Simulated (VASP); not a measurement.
# In2Ga3 (I4/mmm) in VASP: notebook

In2Ga3 is run at these levels: PBE; tasks: single point.

Everything below comes from runs of VASP 6.6.1. Logs are shortened: lines on timing, memory, paths and dates and some standing lists are left out, and cuts for length are marked.

## 1. The cell of the first run

Symmetry: I4/mmm, No. 139, tetragonal system. Conventional cell: a = 5.356 Å, b = 5.356 Å, c = 5.481 Å, α = 90.00°, β = 90.00°, γ = 90.00°. Within 3.5 Å of In (site symmetry mmm) lie 10 Ga at 2.68 to 3.18 Å and 2 In at 2.74 Å. Ga (site symmetry 4mm) has 2 Ga at 1.72 to 2.05 Å within 2.3 Å. Within 2.3 Å of Ga (site symmetry 4/mmm) lie 2 Ga at 1.72 Å.

## 2. Single point, PBE

Contents of INCAR:

```
PREC = Accurate ; ENCUT = 520
EDIFF = 1E-6 ; ISMEAR = 0
SIGMA = 0.1 ; LREAL = F
LASPH = T ; NELM = 60
ALGO = Fast ; ISIF = 2
LWAVE = F ; LCHARG = F
GGA = PE ; NBANDS = 40
```

Contents of KPOINTS:

```
Automatic mesh
0
Gamma
  4 4 4
```

Contents of POSCAR:

```
In2Ga3
1.0
   -2.6779809900      2.6779809900      2.7403715900
    2.6779809900     -2.6779809900      2.7403715900
    2.6779809900      2.6779809900     -2.7403715900
In Ga
2 3
Direct
    0.5000000000      0.0000000000      0.5000000000
    0.0000000000      0.5000000000      0.5000000000
    0.3132858800      0.3132858800      0.0000000000
    0.6867141200      0.6867141200      0.0000000000
    0.0000000000      0.0000000000      0.0000000000
```

Potentials or basis: VASP PAW PBE potentials, release 64 (In_d, Ga_d).

On the command line:

```sh
$ cat potpaw_PBE.64/In_d/POTCAR potpaw_PBE.64/Ga_d/POTCAR > POTCAR
$ mpirun -np 1 vasp_std > vasp.out
```

OUTCAR:

```text
PREC = Accurate
   ENCUT = 520
   EDIFF = 1E-6
   ISMEAR = 0
   LREAL = F
   LASPH = T
   NELM = 60
   ISIF = 2
   GGA = PE

 ion  position               nearest neighbor table
   1  0.500  0.000  0.500-   5 2.68   5 2.68   2 2.74   2 2.74   4 2.87   3 2.87   3 2.87   4 2.87
                             3 3.18   4 3.18   3 3.18   4 3.18   2 3.79   2 3.79   2 3.79   2 3.79
   2  0.000  0.500  0.500-   5 2.68   5 2.68   1 2.74   1 2.74   4 2.87   3 2.87   3 2.87   4 2.87
                             4 3.18   3 3.18   3 3.18   4 3.18   1 3.79   1 3.79   1 3.79   1 3.79
   3  0.313  0.313  0.000-   5 1.72   4 2.05   2 2.87   1 2.87   1 2.87   2 2.87   1 3.18   2 3.18
                             2 3.18   1 3.18
   4  0.687  0.687  0.000-   5 1.72   3 2.05   1 2.87   2 2.87   1 2.87   2 2.87   1 3.18   2 3.18
                             1 3.18   2 3.18
   5  0.000  0.000  0.000-   3 1.72   4 1.72   1 2.68   2 2.68   2 2.68   1 2.68

  LATTYP: Found a body centered tetragonal cell.
 ALAT       =     5.3559619800
 C/A-ratio  =     1.0232976262

  Lattice vectors:

 A1 = (  -2.6779809900,   2.6779809900,   2.7403715900)
 A2 = (   2.6779809900,  -2.6779809900,   2.7403715900)
 A3 = (   2.6779809900,   2.6779809900,  -2.7403715900)

Analysis of symmetry for initial positions (statically):
=====================================================================
 Subroutine PRICEL returns:
 Original cell was already a primitive cell.

 Routine SETGRP: Setting up the symmetry group for a
 body centered tetragonal supercell.

 Subroutine GETGRP returns: Found 16 space group operations
 (whereof 16 operations were pure point group operations)
 out of a pool of 16 trial point group operations.

The static configuration has the point symmetry D_4h.

Analysis of symmetry for dynamics (positions and initial velocities):
=====================================================================
 Subroutine PRICEL returns:
 Original cell was already a primitive cell.

 Routine SETGRP: Setting up the symmetry group for a
 body centered tetragonal supercell.

 Subroutine GETGRP returns: Found 16 space group operations
 (whereof 16 operations were pure point group operations)
 out of a pool of 16 trial point group operations.

The dynamic configuration has the point symmetry D_4h.

 Subroutine INISYM returns: Found 16 space group operations
 (whereof 16 operations are pure point group operations),
 and found     1 'primitive' translations
[... 89 lines left out ...]
   EDIFF  = 0.1E-05   stopping-criterion for ELM
   LREAL  =      F    real-space projection
   EDIFFG = 0.1E-04   stopping-criterion for IOM
   NSW    =      0    number of steps for IOM
   IBRION =     -1    ionic relax: 0-MD 1-quasi-New 2-CG
   NFREE  =      0    steps in history (QN), initial steepest desc. (CG)
   ISIF   =      2    stress and relaxation
   ISYM   =      2    0-nonsym 1-usesym 2-fastsym
   POTIM  = 0.5000    time-step for ionic-motion
   TEBEG  =    0.0;   TEEND  =   0.0 temperature during run
   PSTRESS=    0.0 pullay stress
   NELECT =      65.0000    total number of electrons
   NUPDOWN=      -1.0000    fix difference up-down
   EMIN   =  10.00;   EMAX   =-10.00  energy-range for DOS
   EFERMI =   0.00;   METHOD = LEGACY
   ISMEAR =     0;   SIGMA  =   0.10  broadening in eV -4-tet -1-fermi 0-gaus
   EFERMI_NEDOS =   21; number of points for ismear=-14 and -15
   IALGO  =     68    algorithm
   IMIX   =      4    mixing-type and parameters
     AMIX     =   0.40;   BMIX     =  1.00
     AMIX_MAG =   1.60;   BMIX_MAG =  1.00
  volume/ion in A,a.u.               =      15.72       106.10
  Fermi-wavevector in a.u.,A,eV,Ry     =   1.536566  2.903688 32.123821  2.361034
  Thomas-Fermi vector in A             =   2.643197
   LORBIT       =      0    0 simple, 1 ext, 2 COOP (PROOUT), +10 PAW based schemes
   GGA     = PE    functional components
   LHFCALC =     F    Hartree Fock is set to
   AEXX    =    0.0000 exact exchange contribution
   IVDW    =     0    specifies the selected vdW correction
   LEPSILON=     F    determine dielectric tensor
   LRPA    =     F    only Hartree local field effects (RPA)
 non-spin polarized calculation
 RMM-DIIS sequential band-by-band and
 Gauss-broadening in eV      SIGMA  =   0.10
  energy-cutoff  :      520.00
  volume of cell :       78.61
 maximum number of plane-waves:      2140
 NGX is ok and might be reduce to    36
   NGX = 17   NGY = 17   NGZ = 17

 number of electron      65.0000000 magnetization

 Free energy of the ion-electron system (eV)
  ---------------------------------------------------
  ext. energy  EPLUGINS =         0.00000000
  ---------------------------------------------------
  free energy    TOTEN  =        -0.36686181 eV

  energy without entropy =       -0.35106968  energy(sigma->0) =       -0.35896575

 E-fermi :  10.5071     XC(G=0): -12.1709

 val. band max:       10.4478335089   @ k =   0.5000   0.2500   0.0000
 cond. band min:      10.5288047061   @ k =  -0.2500   0.2500   0.2500
 fundamental gap:      0.0809711972
 Fermi energy:        10.5070540468

 k-point     1 :       0.0000    0.0000    0.0000
  band No.  band energies     occupation
      1      -9.2567      2.00000
      2      -7.5704      2.00000
      3      -7.5704      2.00000
      4      -6.4727      2.00000
      5      -6.4326      2.00000
      6      -6.4326      2.00000
[... 548 lines left out ...]
     39      17.7756      0.00000
     40      20.4964      0.00000

------------------------ aborting loop because EDIFF is reached ----------------------------------------

  FORCE on cell =-STRESS in cart. coord.  units (eV):
  Direction    XX          YY          ZZ          XY          YZ          ZX
  --------------------------------------------------------------------------------------
  -------------------------------------------------------------------------------------
  Total       12.1949580     12.1949580    102.4793725      0.0000000      0.0000000      0.0000000
  in kB      248.5458202    248.5458202   2088.6352944      0.0000000      0.0000000      0.0000000
  external PRESSURE =     861.9089782 kB  Pullay stress =       0.0000000 kB

 VOLUME and BASIS-vectors are now :
 -----------------------------------------------------------------------------
  energy-cutoff  :      520.00
  volume of cell :       78.61
      direct lattice vectors                 reciprocal lattice vectors
    -2.677980990  2.677980990  2.740371590     0.000000000  0.186707823  0.182457008
     2.677980990 -2.677980990  2.740371590     0.186707823  0.000000000  0.182457008
     2.677980990  2.677980990 -2.740371590     0.186707823  0.186707823  0.000000000

 POSITION                                       TOTAL-FORCE (eV/Angst)
 -----------------------------------------------------------------------------------
      0.00000      2.67798      0.00000        -0.000000     -0.000000      0.000000
      2.67798      0.00000      0.00000        -0.000000     -0.000000      0.000000
      0.00000      0.00000      1.71704         0.000000      0.000000     17.190766
      0.00000      0.00000      3.76370         0.000000      0.000000    -17.190766
      0.00000      0.00000      0.00000        -0.000000     -0.000000      0.000000
 -----------------------------------------------------------------------------------
    total drift:                               -0.000000     -0.000000      0.000000

  FREE ENERGIE OF THE ION-ELECTRON SYSTEM (eV)
  ---------------------------------------------------
  free  energy   TOTEN  =        -0.3668618124 eV

  energy  without entropy=       -0.3510696831  energy(sigma->0) =       -0.35896575
```

OSZICAR:

```text
N       E                     dE             d eps       ncg     rms          rms(c)
DAV:   1     0.591697033110E+03    0.59170E+03   -0.31043E+04  1176   0.311E+03
DAV:   2     0.899141907593E+02   -0.50178E+03   -0.48566E+03  1056   0.639E+02
DAV:   3     0.332148329222E+01   -0.86593E+02   -0.84970E+02  1152   0.229E+02
[... 12 lines left out ...]
RMM:  16    -0.366860993967E+00   -0.53309E-05   -0.67828E-05  1188   0.365E-02    0.194E-01
RMM:  17    -0.366863004110E+00   -0.20101E-05   -0.39014E-05  1121   0.277E-02    0.189E-01
RMM:  18    -0.366862470422E+00    0.53369E-06   -0.22332E-05  1124   0.281E-02    0.115E-01
RMM:  19    -0.366861648718E+00    0.82170E-06   -0.18810E-05  1133   0.238E-02    0.139E-02
RMM:  20    -0.366861812379E+00   -0.16366E-06   -0.67821E-06   911   0.153E-02
   1 F= -.36686181E+00 E0= -.35896575E+00  d E =-.157921E-01
```

Wall time 66 s (1 thread of Intel Xeon Platinum 8259CL at 2.50GHz (Skylake/Cascade Lake), shared host); peak memory 0.21 GiB.

Results:

| Property | Result |
| --- | --- |
| Free energy | -0.3669 eV |
| Pressure | 86.2 GPa |
| Largest force | 17.191 eV/Å |

Forces in eV/Å, atoms in the order of the input:
```
In    0.000   0.000   0.000
In    0.000   0.000   0.000
Ga    0.000   0.000  17.191
Ga    0.000   0.000 -17.191
Ga    0.000   0.000   0.000
```

Stress tensor (GPa, compression positive):
```
 24.85   0.00   0.00
  0.00  24.85   0.00
  0.00   0.00 208.86
```

Levels at points of the mesh, in eV from the Fermi level:
| k point | band 31 | band 32 | band 33 | band 34 | band 35 | band 36 |
| --- | --- | --- | --- | --- | --- | --- |
| (0.00, 0.00, 0.00) | -2.40 | -1.68 | -1.43 | -1.43 | -0.80 | 0.41 |
| (0.50, 0.00, 0.00) | -3.36 | -2.20 | 1.23 | 1.34 | 1.78 | 4.33 |
| (0.50, 0.50, 0.00) | -3.72 | -0.68 | 1.62 | 1.88 | 2.46 | 4.27 |
| (0.50, 0.50, 0.50) | -6.50 | 0.93 | 2.23 | 2.23 | 2.45 | 3.81 |

Caveat: the k points lie up to 0.41 Å⁻¹ apart; spin-orbit coupling is left out, which moves the levels of the heavy elements; forces of over 1 eV/Å act on the atoms, so gaps and moduli don't describe the material at rest.

## 3. Single point, PBE

This run uses another cell than the first one, of 25.17 Å³/atom, 1.601 times its volume.

Contents of INCAR:

```
SYSTEM = In2Ga3
PREC = Accurate
ENCUT = 520
EDIFF = 1E-6
ISMEAR = 0
SIGMA = 0.1
LREAL = .FALSE.
LASPH = .TRUE.
NELM = 60
ALGO = Fast
ISIF = 2
LWAVE = .FALSE.
LCHARG = .FALSE.
GGA = PE
NBANDS = 40
```

Contents of KPOINTS:

```
regular mesh
0
G
  4 4 4
  0 0 0
```

Contents of POSCAR:

```
In2Ga3
1.0
   -2.8831409191      2.8831409191      3.7853142455
    2.8831409191     -2.8831409191      3.7853142455
    2.8831409191      2.8831409191     -3.7853142455
In Ga
2 3
Direct
    0.5000000000      0.0000000000      0.5000000000
    0.0000000000      0.5000000000      0.5000000000
    0.3293915481      0.3293915481      0.0000000000
    0.6706084519      0.6706084519      0.0000000000
    0.0000000000      0.0000000000      0.0000000000
```

Potentials or basis: VASP PAW PBE potentials, release 64 (In_d, Ga_d).

On the command line:

```sh
$ cat potpaw_PBE.64/In_d/POTCAR potpaw_PBE.64/Ga_d/POTCAR > POTCAR
$ mpirun -np 1 vasp_std > vasp.out
```

It took 1.7 min on 1 thread of Intel Xeon Platinum 8259CL at 2.50GHz (Skylake/Cascade Lake), shared host; peak memory 0.28 GiB.

The run converged. Its results:

```
Free energy   : -13.0567 eV
Pressure      : -0.1 GPa
Largest force : 0.029 eV/Å
```

Forces on the atoms (eV/Å):
```
In   0.000  0.000  0.000
In   0.000  0.000  0.000
Ga   0.000  0.000 -0.029
Ga   0.000  0.000  0.029
Ga   0.000  0.000  0.000
```

Levels at points of the mesh, in eV from the Fermi level:
```tsv
k point	band 30	band 31	band 32	band 33	band 34	band 35	band 36	band 37
(0.00, 0.00, 0.00)	-1.68	-1.66	-1.66	-0.51	-0.51	0.20	0.66	0.66
(0.50, 0.00, 0.00)	-2.27	-2.20	-1.84	-1.65	1.45	2.04	2.39	2.96
(0.50, 0.50, 0.00)	-4.68	-2.05	1.46	2.11	2.77	3.06	3.32	3.44
(0.50, 0.50, 0.50)	-3.54	-3.54	0.49	1.36	1.36	1.88	3.42	3.42
```

Caveat: the k points lie up to 0.39 Å⁻¹ apart; spin-orbit coupling is left out, which moves the levels of the heavy elements.

## 4. Single point, PBE

This run uses another cell than the first one, of 24.82 Å³/atom, 1.579 times its volume.

Contents of INCAR:

```
  PREC = Accurate
  ENCUT = 520
  EDIFF = 1E-7
  ISMEAR = 0
  SIGMA = 0.1
  LREAL = F
  LASPH = T
  NELM = 100
  ALGO = Fast
  ISIF = 2
  LWAVE = F
  LCHARG = T
  GGA = PE
  LELF = T
  LVHAR = T
  NBANDS = 40
```

Contents of KPOINTS:

```
Automatic mesh
0
Gamma
  10 10 10
```

Contents of POSCAR:

```
In2Ga3
1.0
   -2.8357840988      2.8357840988      3.8586342255
    2.8357840988     -2.8357840988      3.8586342255
    2.8357840988      2.8357840988     -3.8586342255
In Ga
2 3
Direct
    0.5000000000      0.0000000000      0.5000000000
    0.0000000000      0.5000000000      0.5000000000
    0.3300360672      0.3300360672      0.0000000000
    0.6699639328      0.6699639328      0.0000000000
    0.0000000000      0.0000000000      0.0000000000
```

On the command line:

```sh
$ cat potpaw_PBE.64/In_d/POTCAR potpaw_PBE.64/Ga_d/POTCAR > POTCAR
$ mpirun -np 1 vasp_std > vasp.out
```

It took 14 min on 1 thread of Intel Xeon Platinum 8259CL at 2.50GHz (Skylake/Cascade Lake), shared host; peak memory 0.54 GiB.

It converged, with:

```yaml
Free_energy: -13.0928 eV
Pressure: 0.0 GPa
Largest_force: 0.006 eV/Å
```

Forces on the atoms (eV/Å):
```
In   0.000  0.000  0.000
In   0.000  0.000  0.000
Ga   0.000  0.000 -0.006
Ga   0.000  0.000  0.006
Ga   0.000  0.000  0.000
```

Levels at points of the mesh, in eV from the Fermi level:
| k point | band 30 | band 31 | band 32 | band 33 | band 34 | band 35 |
| --- | --- | --- | --- | --- | --- | --- |
| (0.00, 0.00, 0.00) | -1.76 | -1.76 | -1.33 | -0.31 | -0.31 | 0.31 |
| (0.50, 0.00, 0.00) | -2.43 | -2.18 | -1.79 | -1.59 | 1.44 | 2.19 |
| (0.50, 0.50, 0.00) | -4.81 | -2.08 | 1.80 | 2.01 | 2.58 | 3.27 |
| (0.50, 0.50, 0.50) | -3.51 | -3.51 | 0.86 | 1.40 | 1.40 | 2.20 |

Caveat: spin-orbit coupling is left out, which moves the levels of the heavy elements.

## 5. The runs side by side

| cell | k mesh | further INCAR settings | gap on the mesh (eV) | pressure (GPa) | largest force (eV/Å) |
| --- | --- | --- | --- | --- | --- |
| a = 4.675 Å, angles 110.1, 110.1, 108.2°, 5 atoms | 4 × 4 × 4 | ALGO = Fast; EDIFF = 1e-06; NBANDS = 40 | none | 86.2 | 17.19 |
| a = 5.564 Å, angles 117.6, 117.6, 94.3°, 5 atoms | 4 × 4 × 4 | ALGO = Fast; EDIFF = 1e-06; NBANDS = 40 | none | -0.1 | 0.03 |
| a = 5.565 Å, angles 118.7, 118.7, 92.2°, 5 atoms | 10 × 10 × 10 | ALGO = Fast; EDIFF = 1e-07; NBANDS = 40 | none | 0.0 | 0.01 |

Alike in all rows: task single point; level PBE; potentials or basis VASP PAW PBE potentials, release 64 (In_d, Ga_d); no spin polarisation; cutoff (eV) 520; smearing gaussian 0.1 eV.

Caveats: some runs use coarse meshes; spin-orbit coupling is left out, which moves the levels of the heavy elements; forces of over 1 eV/Å act on the atoms, so gaps and moduli don't describe the material at rest (some runs).

Total energies depend on the potentials used, so only differences within one code and one set of settings carry meaning.
